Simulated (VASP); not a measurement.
# Te2Mo (P6_3/mmc) in VASP: further runs

Te2Mo is run at these levels: PBE, r2SCAN; tasks: single point.

All numbers are computed with VASP 6.6.1; they aren't measurements. Logs are shortened: lines on timing, memory, paths and dates and some standing lists are left out, and cuts for length are marked.

### 1 The cell of the first run

The structure is hexagonal, space group P6_3/mmc (No. 194). Conventional cell: a = 3.648 Å, b = 3.648 Å, c = 14.602 Å, α = 90.00°, β = 90.00°, γ = 120.00°. Mo (site symmetry -6m2) has 6 Te at 2.75 Å and 6 Mo at 3.65 Å within 3.7 Å. Within 3.7 Å of Te (site symmetry 3m) lie 3 Mo at 2.75 Å and 7 Te at 3.53 to 3.65 Å.

### 2 Single point, PBE (strain +3.0%)

The input, INCAR:

```
PREC = Accurate
ENCUT = 520
EDIFF = 1E-6
ISMEAR = -1
SIGMA = 0.02
LREAL = False
LASPH = True
NELM = 100
ALGO = Normal
ISIF = 2
LWAVE = False
LCHARG = False
GGA = PE
NBANDS = 35
```

The input, KPOINTS:

```
regular mesh
0
Gamma
  12 12 2
```

The input, POSCAR:

```
Te2Mo
1.0
    3.6483950798      0.0000000000      0.0000000000
   -1.8241975399      3.1596028222      0.0000000000
    0.0000000000      0.0000000000     14.6019721252
Mo Te
2 4
Direct
    0.3333333333      0.6666666667      0.2500000000
    0.6666666667      0.3333333333      0.7500000000
    0.6666666667      0.3333333333      0.3707153470
    0.6666666667      0.3333333333      0.1292846530
    0.3333333333      0.6666666667      0.8707153470
    0.3333333333      0.6666666667      0.6292846530
```

Potentials or basis: VASP PAW PBE potentials, release 64 (Mo_sv, Te).

Started as:

```bash
$ cat potpaw_PBE.64/Mo_sv/POTCAR potpaw_PBE.64/Te/POTCAR > POTCAR
$ mpirun -np 1 vasp_std > vasp.out
```

OUTCAR:

```text
PREC = Accurate
   ENCUT = 520
   EDIFF = 1E-6
   ISMEAR = -1
   LREAL = False
   LASPH = True
   NELM = 100
   ISIF = 2
   GGA = PE

 ion  position               nearest neighbor table
   1  0.333  0.667  0.250-   3 2.75   4 2.75   3 2.75   4 2.75   3 2.75   4 2.75
   2  0.667  0.333  0.750-   5 2.75   6 2.75   5 2.75   6 2.75   5 2.75   6 2.75
   3  0.667  0.333  0.371-   1 2.75   1 2.75   1 2.75   4 3.53
   4  0.667  0.333  0.129-   1 2.75   1 2.75   1 2.75   3 3.53
   5  0.333  0.667  0.871-   2 2.75   2 2.75   2 2.75   6 3.53
   6  0.333  0.667  0.629-   2 2.75   2 2.75   2 2.75   5 3.53

  LATTYP: Found a hexagonal cell.
 ALAT       =     3.6483950798
 C/A-ratio  =     4.0023001363

  Lattice vectors:

 A1 = (   3.6483950798,   0.0000000000,   0.0000000000)
 A2 = (  -1.8241975399,   3.1596028222,   0.0000000000)
 A3 = (   0.0000000000,   0.0000000000,  14.6019721252)

Analysis of symmetry for initial positions (statically):
=====================================================================
 Subroutine PRICEL returns:
 Original cell was already a primitive cell.

 Routine SETGRP: Setting up the symmetry group for a
 hexagonal supercell.

 Subroutine GETGRP returns: Found 24 space group operations
 (whereof 12 operations were pure point group operations)
 out of a pool of 24 trial point group operations.

The static configuration has the point symmetry D_3d.
 The point group associated with its full space group is D_6h.

Analysis of symmetry for dynamics (positions and initial velocities):
=====================================================================
 Subroutine PRICEL returns:
 Original cell was already a primitive cell.

 Routine SETGRP: Setting up the symmetry group for a
 hexagonal supercell.

 Subroutine GETGRP returns: Found 24 space group operations
 (whereof 12 operations were pure point group operations)
 out of a pool of 24 trial point group operations.

The dynamic configuration has the point symmetry D_3d.
 The point group associated with its full space group is D_6h.

 Subroutine INISYM returns: Found 24 space group operations
 (whereof 12 operations are pure point group operations),
 and found     1 'primitive' translations

----------------------------------------------------------------------------------------

                                     Primitive cell

  volume of cell :     168.3239
[... 93 lines left out ...]
   LSORBIT =      F    spin-orbit coupling
   LASPH  =      T    aspherical Exc in radial PAW
   ENCUT  =  520.0 eV  38.22 Ry    6.18 a.u.   6.78  6.78 27.15*2*pi/ulx,y,z
   NELM   =    100;   NELMIN=  2; NELMDL= -5     # of ELM steps
   EDIFF  = 0.1E-05   stopping-criterion for ELM
   LREAL  =      F    real-space projection
   EDIFFG = 0.1E-04   stopping-criterion for IOM
   NSW    =      0    number of steps for IOM
   IBRION =     -1    ionic relax: 0-MD 1-quasi-New 2-CG
   NFREE  =      0    steps in history (QN), initial steepest desc. (CG)
   ISIF   =      2    stress and relaxation
   ISYM   =      2    0-nonsym 1-usesym 2-fastsym
   POTIM  = 0.5000    time-step for ionic-motion
   TEBEG  =    0.0;   TEEND  =   0.0 temperature during run
   PSTRESS=    0.0 pullay stress
   NELECT =      52.0000    total number of electrons
   NUPDOWN=      -1.0000    fix difference up-down
   EMIN   =  10.00;   EMAX   =-10.00  energy-range for DOS
   EFERMI =   0.00;   METHOD = LEGACY
   ISMEAR =    -1;   SIGMA  =   0.02  broadening in eV -4-tet -1-fermi 0-gaus
   EFERMI_NEDOS =   21; number of points for ismear=-14 and -15
   IALGO  =     38    algorithm
   IMIX   =      4    mixing-type and parameters
     AMIX     =   0.40;   BMIX     =  1.00
     AMIX_MAG =   1.60;   BMIX_MAG =  1.00
  volume/ion in A,a.u.               =      28.05       189.32
  Fermi-wavevector in a.u.,A,eV,Ry     =   1.106693  2.091347 16.664012  1.224770
  Thomas-Fermi vector in A             =   2.243198
   LORBIT       =      0    0 simple, 1 ext, 2 COOP (PROOUT), +10 PAW based schemes
   GGA     = PE    functional components
[... 5 lines left out ...]
 non-spin polarized calculation
  energy-cutoff  :      520.00
  volume of cell :      168.32
 maximum number of plane-waves:      4554
 NGX is ok and might be reduce to    28
   NGX = 13   NGY = 13   NGZ = 55

 number of electron      51.9999994 magnetization

 Free energy of the ion-electron system (eV)
  ---------------------------------------------------
  ext. energy  EPLUGINS =         0.00000000
  ---------------------------------------------------
  free energy    TOTEN  =       -35.97824562 eV

  energy without entropy =      -35.97824561  energy(sigma->0) =      -35.97824561

 E-fermi :   7.0489     XC(G=0):  -9.7788

 val. band max:        6.7768677029   @ k =   0.0000   0.0000   0.0000
 cond. band min:       7.3610968032   @ k =   0.3333   0.3333   0.0000
 fundamental gap:      0.5842291004
 Fermi energy:         7.0489244049

 k-point     1 :       0.0000    0.0000    0.0000
  band No.  band energies     occupation
      1     -54.1956      2.00000
      2     -54.1956      2.00000
      3     -28.2919      2.00000
      4     -28.2919      2.00000
      5     -28.2652      2.00000
      6     -28.2652      2.00000
[... 901 lines left out ...]
     34      10.0066      0.00000
     35      11.8380      0.00000

 [... further k-points ...]

------------------------ aborting loop because EDIFF is reached ----------------------------------------

  FORCE on cell =-STRESS in cart. coord.  units (eV):
  Direction    XX          YY          ZZ          XY          YZ          ZX
  --------------------------------------------------------------------------------------
  -------------------------------------------------------------------------------------
  Total       -2.9254574     -2.9254574      1.4559062      0.0000000      0.0000000     -0.0000000
  in kB      -27.8457224    -27.8457224     13.8579215      0.0000000      0.0000000     -0.0000000
  external PRESSURE =     -13.9445077 kB  Pullay stress =       0.0000000 kB

 VOLUME and BASIS-vectors are now :
 -----------------------------------------------------------------------------
  energy-cutoff  :      520.00
  volume of cell :      168.32
      direct lattice vectors                 reciprocal lattice vectors
     3.648395080  0.000000000  0.000000000     0.274093123  0.158247738  0.000000000
    -1.824197540  3.159602822  0.000000000     0.000000000  0.316495476  0.000000000
     0.000000000  0.000000000 14.601972125     0.000000000  0.000000000  0.068483900

 POSITION                                       TOTAL-FORCE (eV/Angst)
 -----------------------------------------------------------------------------------
     -0.00000      2.10640      3.65049        -0.000000      0.000000      0.000000
      1.82420      1.05320     10.95148         0.000000      0.000000      0.000000
      1.82420      1.05320      5.41318         0.000000     -0.000000      0.174596
      1.82420      1.05320      1.88781         0.000000      0.000000     -0.174596
     -0.00000      2.10640     12.71416        -0.000000     -0.000000      0.174596
     -0.00000      2.10640      9.18880        -0.000000     -0.000000     -0.174596
 -----------------------------------------------------------------------------------
    total drift:                               -0.000000      0.000000     -0.000000

  FREE ENERGIE OF THE ION-ELECTRON SYSTEM (eV)
  ---------------------------------------------------
  free  energy   TOTEN  =       -35.9782456176 eV

  energy  without entropy=      -35.9782456119  energy(sigma->0) =      -35.97824561
```

stdout:

```text
POSCAR found type information on POSCAR MoTe
 POSCAR found :  2 types and       6 ions
 scaLAPACK will be used
 LDA part: xc-table for (Slater+PW92), standard interpolation
 POSCAR, INCAR and KPOINTS ok, starting setup
 FFT: planning ... GRIDC
 FFT: planning ... GRID_SOFT
 FFT: planning ... GRID
 WAVECAR not read
 entering main loop
```

It took 5 min on 1 thread of Intel Xeon Platinum 8259CL at 2.50GHz (Skylake/Cascade Lake), shared host; peak memory 0.39 GiB.

Results:

```yaml
Free_energy: -35.9782 eV
Pressure: -1.4 GPa
Largest_force: 0.175 eV/Å
Band_gap_on_the_k_mesh: 0.58 eV (least direct gap 0.82 eV)
```

Forces in eV/Å, atoms in the order of the input:
```
Mo   0.000  0.000  0.000
Mo   0.000  0.000  0.000
Te   0.000  0.000  0.175
Te   0.000  0.000 -0.175
Te   0.000  0.000  0.175
Te   0.000  0.000 -0.175
```

Stress tensor (GPa, compression positive):
```
-2.78  0.00  0.00
 0.00 -2.78  0.00
 0.00  0.00  1.39
```

Levels at points of the mesh, in eV from the valence-band top:
| k point | band 23 | band 24 | band 25 | band 26 | band 27 | band 28 | band 29 | band 30 |
| --- | --- | --- | --- | --- | --- | --- | --- | --- |
| (0.00, 0.00, 0.00) | -1.26 | -0.71 | -0.48 | 0.00 | 2.53 | 2.53 | 2.59 | 2.59 |
| (0.50, 0.00, 0.00) | -0.94 | -0.88 | -0.88 | -0.75 | 0.94 | 0.98 | 1.24 | 1.37 |
| (0.00, 0.00, 0.50) | -1.27 | -1.27 | -0.10 | -0.10 | 2.56 | 2.56 | 2.56 | 2.56 |
| (0.50, 0.00, 0.50) | -0.90 | -0.90 | -0.81 | -0.81 | 0.96 | 0.96 | 1.31 | 1.31 |

Caveat: the cell differs from its parent crystal (strain +3.0%); spin-orbit coupling is left out, which moves the levels of the heavy elements; this functional lacks dispersion, which binds the layers, so the pressure and a relaxed spacing across them are unreliable. A k mesh can miss the band edges.

(Part 1 of 2 ends here.)
